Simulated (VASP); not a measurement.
# B2SbRu2 (P1) in VASP: single point with PBE

Aim: the single point of B2SbRu2 with PBE.

Everything below comes from runs of VASP 6.6.1. Logs are shortened: lines on timing, memory, paths and dates and some standing lists are left out, and cuts for length are marked.

## 1. The cell of the first run

The typed cell holds 5 atoms: a = 3.858 Å, b = 3.858 Å, c = 5.223 Å, α = 68.34°, β = 68.28°, γ = 90.02°.

## 2. Single point, PBE

File POSCAR:

```
B2SbRu2
1.0
   -0.0006680000      3.8578680000     -0.0018460000
    3.8584270000     -0.0006680000      0.0004570000
    1.9283520000      1.9307300000     -4.4535460000
B Ru Sb
2 2 1
Direct
    0.3720200000      0.3752640000      0.2558660000
    0.6320080000      0.6295840000      0.7474090000
    0.7604850000      0.2484720000      0.4944890000
    0.2444860000      0.7500120000      0.5004710000
    0.9978390000      0.9982730000      0.0048660000
```

File INCAR.step1:

```
PREC = Accurate ; ENCUT = 420
EDIFF = 1E-6 ; ISMEAR = -1
SIGMA = 0.1 ; LREAL = False
LASPH = True ; NELM = 120
ALGO = Normal ; ISIF = 2
LWAVE = False ; LCHARG = True
LMAXMIX = 4 ; GGA = PE
NBANDS = 28 ; GGA_COMPAT = False
NEDOS = 2001 ; LORBIT = 11
```

File KPOINTS.step1:

```
Automatic mesh
0
Gamma
  5 5 4
  0.5 0.5 0.5
```

File INCAR.step2:

```
PREC = Accurate ; ENCUT = 420
EDIFF = 1E-6 ; ISMEAR = -5
SIGMA = 0.1 ; LREAL = False
LASPH = True ; NELM = 120
ALGO = Normal ; ISIF = 2
LWAVE = False ; LCHARG = False
LMAXMIX = 4 ; GGA = PE
LORBIT = 10 ; NEDOS = 1001
ICHARG = 11 ; GGA_COMPAT = False
```

File KPOINTS.step2:

```
regular mesh
0
Gamma
  8 8 6
```

Potentials or basis: VASP PAW PBE potentials, release 64 (B, Ru_pv, Sb).

Run with:

```sh
> cat potpaw_PBE.64/B/POTCAR potpaw_PBE.64/Ru_pv/POTCAR potpaw_PBE.64/Sb/POTCAR > POTCAR
> cp INCAR.step1 INCAR
> cp KPOINTS.step1 KPOINTS
> mpirun -np 1 vasp_std > vasp.out
> cp INCAR.step2 INCAR
> cp KPOINTS.step2 KPOINTS
> mpirun -np 1 vasp_std > vasp.out
```

OUTCAR:

```text
PREC = Accurate
   ENCUT = 420
   EDIFF = 1E-6
   ISMEAR = -5
   LREAL = False
   LASPH = True
   NELM = 120
   ISIF = 2
   GGA = PE
   LORBIT = 10
   ICHARG = 11

 ion  position               nearest neighbor table
   1  0.372  0.375  0.256-   3 2.18   4 2.21   4 2.23   3 2.23   5 2.94   5 2.94   5 2.95   5 2.95

   2  0.632  0.630  0.747-   4 2.18   3 2.21   4 2.26   3 2.26   5 2.94   5 2.95   5 2.97
   3  0.760  0.248  0.494-   1 2.18   2 2.21   1 2.23   2 2.26   4 2.68   4 2.71   4 2.75   4 2.78
                             5 2.90   5 2.92   5 2.96   5 3.00
   4  0.244  0.750  0.500-   2 2.18   1 2.21   1 2.23   2 2.26   3 2.68   3 2.71   3 2.75   3 2.78
                             5 2.92   5 2.94   5 2.96   5 2.96
   5  0.998  0.998  0.005-   3 2.90   4 2.92   3 2.92   2 2.94   1 2.94   1 2.94   4 2.94   2 2.95
                             1 2.95   1 2.95   4 2.96   4 2.96   3 2.96   2 2.97   3 3.00

  LATTYP: Found a triclinic cell.
 ALAT       =     7.5552530285
 B/A-ratio  =     0.5106946214
 C/A-ratio  =     1.1787433257
 COS(alpha) =     0.0002369882
 COS(beta)  =     0.5897975041
 COS(gamma) =     0.7662700296

  Lattice vectors:

 A1 = (   5.7885020000,  -1.9320660000,   4.4544600000)
 A2 = (   3.8584270000,  -0.0006680000,   0.0004570000)
 A3 = (   0.0010550000,  -0.0042600000,   8.9057030000)

Analysis of symmetry for initial positions (statically):
=====================================================================
 Subroutine PRICEL returns:
 Original cell was already a primitive cell.

 Routine SETGRP: Setting up the symmetry group for a
 triclinic supercell.

 Subroutine GETGRP returns: Found  1 space group operations
 (whereof  1 operations were pure point group operations)
 out of a pool of  2 trial point group operations.

The static configuration has the point symmetry C_1 .

Analysis of symmetry for dynamics (positions and initial velocities):
=====================================================================
 Subroutine PRICEL returns:
 Original cell was already a primitive cell.

 Routine SETGRP: Setting up the symmetry group for a
 triclinic supercell.

 Subroutine GETGRP returns: Found  1 space group operations
 (whereof  1 operations were pure point group operations)
 out of a pool of  2 trial point group operations.

The dynamic configuration has the point symmetry C_1 .

 Subroutine INISYM returns: Found  1 space group operations
 (whereof  1 operations are pure point group operations),
 and found     1 'primitive' translations

----------------------------------------------------------------------------------------

                                     Primitive cell

  volume of cell :      66.2820

  direct lattice vectors                    reciprocal lattice vectors
    -0.000668000  3.857868000 -0.001846000     0.000031572  0.259264322  0.112411612
     3.858427000 -0.000668000  0.000457000     0.259159695  0.000098589  0.112256944
     1.928352000  1.930730000 -4.453546000     0.000026581 -0.000107455 -0.224575251

  length of vectors
     3.857868499  3.858427085  5.223057701     0.282585138  0.282427652  0.224575278

  position of ions in fractional coordinates (direct lattice)
     0.372020000  0.375264000  0.255866000
     0.632008000  0.629584000  0.747409000
     0.760485000  0.248472000  0.494489000
     0.244486000  0.750012000  0.500471000
     0.997839000  0.998273000  0.004866000

  ion indices of the primitive-cell ions
   primitive index   ion index
                 1           1
                 2           2
                 3           3
                 4           4
                 5           5

----------------------------------------------------------------------------------------

 KPOINTS: regular mesh

Automatic generation of k-mesh.
 Grid dimensions read from file:
 generate k-points for:    8    8    6

 Generating k-lattice:

  Cartesian coordinates                     Fractional coordinates (reciprocal lattice)
     0.000003946  0.032408040  0.014051452     0.125000000 -0.000000000  0.000000000
     0.032394962  0.000012324  0.014032118    -0.000000000  0.125000000  0.000000000
     0.000004430 -0.000017909 -0.037429208     0.000000000  0.000000000  0.166666667

  Length of vectors
     0.035323142  0.035303457  0.037429213

  Shift w.r.t. Gamma in fractional coordinates (k-lattice)
     0.000000000  0.000000000  0.000000000

 TETIRR: Found   1152 inequivalent tetrahedra from     2304

 Subroutine IBZKPT returns following result:
 ===========================================

 Found    196 irreducible k-points:

 Following reciprocal coordinates:
            Coordinates               Weight
  0.000000  0.000000  0.000000      1.000000
  0.125000 -0.000000  0.000000      2.000000
  0.250000 -0.000000  0.000000      2.000000
  0.375000 -0.000000 -0.000000      2.000000
  0.500000 -0.000000  0.000000      1.000000
 -0.000000  0.125000  0.000000      2.000000
[... 16 lines left out ...]
  0.125000  0.375000 -0.000000      2.000000
  0.250000  0.375000  0.000000      2.000000
 [... further k-points ...]
   k-points           NKPTS =    196   k-points in BZ     NKDIM =    196   number of bands    NBANDS=     23
   number of dos      NEDOS =   1001   number of ions     NIONS =      5
   total plane-waves  NPLWV =  28224
   dimension x,y,z NGX =    28 NGY =   28 NGZ =   36
   dimension x,y,z NGXF=    56 NGYF=   56 NGZF=   72
   ions per type =               2   2   1
   NGX,Y,Z   is equivalent  to a cutoff of  12.07, 12.06, 11.46 a.u.
   NGXF,Y,Z  is equivalent  to a cutoff of  24.13, 24.13, 22.92 a.u.
 SYSTEM =  unknown system
   PREC   = accura    normal or accurate (medium, high low for compatibility)
   ISTART =      0    job   : 0-new  1-cont  2-samecut
   ICHARG =     11    charge: 1-file 2-atom 10-const
   ISPIN  =      1    spin polarized calculation?
   LNONCOLLINEAR =      F non collinear calculations
   LSORBIT =      F    spin-orbit coupling
   LASPH  =      T    aspherical Exc in radial PAW
   ENCUT  =  420.0 eV  30.87 Ry    5.56 a.u.   6.45  6.45  8.73*2*pi/ulx,y,z
   NELM   =    120;   NELMIN=  2; NELMDL=  0     # of ELM steps
   EDIFF  = 0.1E-05   stopping-criterion for ELM
   LREAL  =      F    real-space projection
   EDIFFG = 0.1E-04   stopping-criterion for IOM
   NSW    =      0    number of steps for IOM
   IBRION =     -1    ionic relax: 0-MD 1-quasi-New 2-CG
   NFREE  =      0    steps in history (QN), initial steepest desc. (CG)
   ISIF   =      2    stress and relaxation
   ISYM   =      2    0-nonsym 1-usesym 2-fastsym
   POTIM  = 0.5000    time-step for ionic-motion
   TEBEG  =    0.0;   TEEND  =   0.0 temperature during run
   PSTRESS=    0.0 pullay stress
   NELECT =      39.0000    total number of electrons
   NUPDOWN=      -1.0000    fix difference up-down
   EMIN   =  10.00;   EMAX   =-10.00  energy-range for DOS
   EFERMI =   0.00;   METHOD = LEGACY
   ISMEAR =    -5;   SIGMA  =   0.10  broadening in eV -4-tet -1-fermi 0-gaus
   EFERMI_NEDOS =   21; number of points for ismear=-14 and -15
   IALGO  =     38    algorithm
   IMIX   =      4    mixing-type and parameters
     AMIX     =   0.40;   BMIX     =  1.00
     AMIX_MAG =   1.60;   BMIX_MAG =  1.00
  volume/ion in A,a.u.               =      13.26        89.46
  Fermi-wavevector in a.u.,A,eV,Ry     =   1.371822  2.592368 25.604747  1.881896
  Thomas-Fermi vector in A             =   2.497484
   LORBIT       =     10    0 simple, 1 ext, 2 COOP (PROOUT), +10 PAW based schemes
   GGA     = PE    functional components
   LHFCALC =     F    Hartree Fock is set to
   AEXX    =    0.0000 exact exchange contribution
   IVDW    =     0    specifies the selected vdW correction
   LEPSILON=     F    determine dielectric tensor
   LRPA    =     F    only Hartree local field effects (RPA)
 non-spin polarized calculation
 Fermi weights with tetrahedron method with Bloechl corrections
  energy-cutoff  :      420.00
  volume of cell :       66.28
 maximum number of plane-waves:      1322
 NGX is ok and might be reduce to    28

 number of electron      39.0000001 magnetization

 Free energy of the ion-electron system (eV)
  ---------------------------------------------------
  ext. energy  EPLUGINS =         0.00000000
  ---------------------------------------------------
  free energy    TOTEN  =       -34.56704849 eV

  energy without entropy =      -34.56704849  energy(sigma->0) =      -34.56704849

 E-fermi :  10.2120     XC(G=0): -12.3655

 val. band max:       10.2996341971   @ k =  -0.1250   0.1250  -0.0000
 cond. band min:      10.0552233998   @ k =   0.3750   0.2500   0.3333
 fundamental gap:     -0.2444107973
 Fermi energy:        10.2120396856

 k-point     1 :       0.0000    0.0000    0.0000
  band No.  band energies     occupation
      1     -32.5828      2.00000
      2     -32.5680      2.00000
      3     -32.2550      2.00000
      4     -32.1433      2.00000
      5     -32.1337      2.00000
      6     -32.1280      2.00000
[... 15 lines left out ...]
     22      12.3579      0.00000
     23      12.6720      0.00000

 k-point     2 :       0.1250   -0.0000    0.0000
  band No.  band energies     occupation
      1     -32.5673      2.00000
      2     -32.5531      2.00000
      3     -32.2507      2.00000
      4     -32.1559      2.00000
      5     -32.1472      2.00000
      6     -32.1417      2.00000
[... 15 lines left out ...]
     22      12.1238      0.00000
     23      12.5080      0.00000

 k-point     3 :       0.2500   -0.0000    0.0000
  band No.  band energies     occupation
      1     -32.5235      2.00000
      2     -32.5096      2.00000
      3     -32.2388      2.00000
      4     -32.2040      2.00000
      5     -32.1968      2.00000
      6     -32.1555      2.00000
[... 15 lines left out ...]
     22      11.6991      0.00000
     23      12.3458      0.00000

 k-point     4 :       0.3750   -0.0000   -0.0000
  band No.  band energies     occupation
      1     -32.4594      2.00000
      2     -32.4425      2.00000
      3     -32.2773      2.00000
      4     -32.2683      2.00000
      5     -32.2198      2.00000
      6     -32.1735      2.00000
[... 15 lines left out ...]
     22      12.1434      0.00000
     23      12.1646      0.00000

 k-point     5 :       0.5000   -0.0000    0.0000
  band No.  band energies     occupation
      1     -32.4081      2.00000
      2     -32.3735      2.00000
      3     -32.3479      2.00000
      4     -32.3230      2.00000
      5     -32.2053      2.00000
      6     -32.1884      2.00000
[... 434 lines left out ...]
 k-point    22 :       0.0000    0.3750   -0.0000
  band No.  band energies     occupation
      1     -32.4646      2.00000
      2     -32.4412      2.00000
      3     -32.2787      2.00000
      4     -32.2626      2.00000
      5     -32.2186      2.00000
      6     -32.1750      2.00000
[... 15 lines left out ...]
     22      12.0697      0.00000
     23      12.1376      0.00000

 k-point    23 :       0.1250    0.3750   -0.0000
  band No.  band energies     occupation
      1     -32.5473      2.00000
      2     -32.3908      2.00000
      3     -32.3258      2.00000
      4     -32.2177      2.00000
      5     -32.1862      2.00000
      6     -32.1744      2.00000
[... 15 lines left out ...]
     22      11.4096      0.00000
     23      13.1643      0.00000

 k-point    24 :       0.2500    0.3750    0.0000
  band No.  band energies     occupation
      1     -32.6112      2.00000
      2     -32.4842      2.00000
      3     -32.2354      2.00000
      4     -32.2131      2.00000
      5     -32.1803      2.00000
      6     -32.1211      2.00000
[... 15 lines left out ...]
     22      11.5042      0.00000
     23      13.6100      0.00000

 [... further k-points ...]

------------------------ aborting loop because EDIFF is reached ----------------------------------------

  FORCE on cell =-STRESS in cart. coord.  units (eV):
  Direction    XX          YY          ZZ          XY          YZ          ZX
  --------------------------------------------------------------------------------------
  -------------------------------------------------------------------------------------
  Total        1.8066309      2.0455779     -5.2013917      0.0446604      0.1761102      0.0020851
  in kB       43.6701085     49.4459664   -125.7286910      1.0795374      4.2569570      0.0504010
  external PRESSURE =     -10.8708720 kB  Pullay stress =       0.0000000 kB

 VOLUME and BASIS-vectors are now :
 -----------------------------------------------------------------------------
  energy-cutoff  :      420.00
  volume of cell :       66.28
      direct lattice vectors                 reciprocal lattice vectors
    -0.000668000  3.857868000 -0.001846000     0.000031572  0.259264322  0.112411612
     3.858427000 -0.000668000  0.000457000     0.259159695  0.000098589  0.112256944
     1.928352000  1.930730000 -4.453546000     0.000026581 -0.000107455 -0.224575251

 POSITION                                       TOTAL-FORCE (eV/Angst)
 -----------------------------------------------------------------------------------
      1.94108      1.92896     -1.14003        -0.069600      0.164133      0.055088
      3.87005      3.88083     -3.32950        -0.130491     -0.223144      0.191551
      1.91175      3.88841     -2.20352         0.270333     -0.550238     -0.075076
      3.85879      1.90897     -2.22898        -0.088700      0.608125     -0.286348
      3.86048      3.85826     -0.02306         0.018457      0.001124      0.114785
 -----------------------------------------------------------------------------------
    total drift:                                0.003133      0.001241     -0.001134

  FREE ENERGIE OF THE ION-ELECTRON SYSTEM (eV)
  ---------------------------------------------------
  free  energy   TOTEN  =       -34.5670484867 eV

  energy  without entropy=      -34.5670484867  energy(sigma->0) =      -34.56704849

 total charge

# of ion       s       p       d       tot
------------------------------------------
    1        0.692   0.995   0.000   1.687
    2        0.692   0.979   0.000   1.671
    3        0.368   6.279   6.180  12.827
    4        0.368   6.279   6.179  12.826
    5        1.230   0.977   0.081   2.289
--------------------------------------------------
tot          3.351  15.509  12.441  31.301
```

Wall time 2.3 min (1 thread of Intel Xeon 8259CL, shared host); peak memory 0.33 GiB.

Results:

```
Valence electrons inside the program's atomic spheres : B 1.69, 1.67; Ru 12.83; Sb 2.29
```

Caveat: spin-orbit coupling is left out, which moves the levels of the heavy elements; an odd number of electrons without spin polarisation forces a metal; a magnetic or distorted state may lie lower.
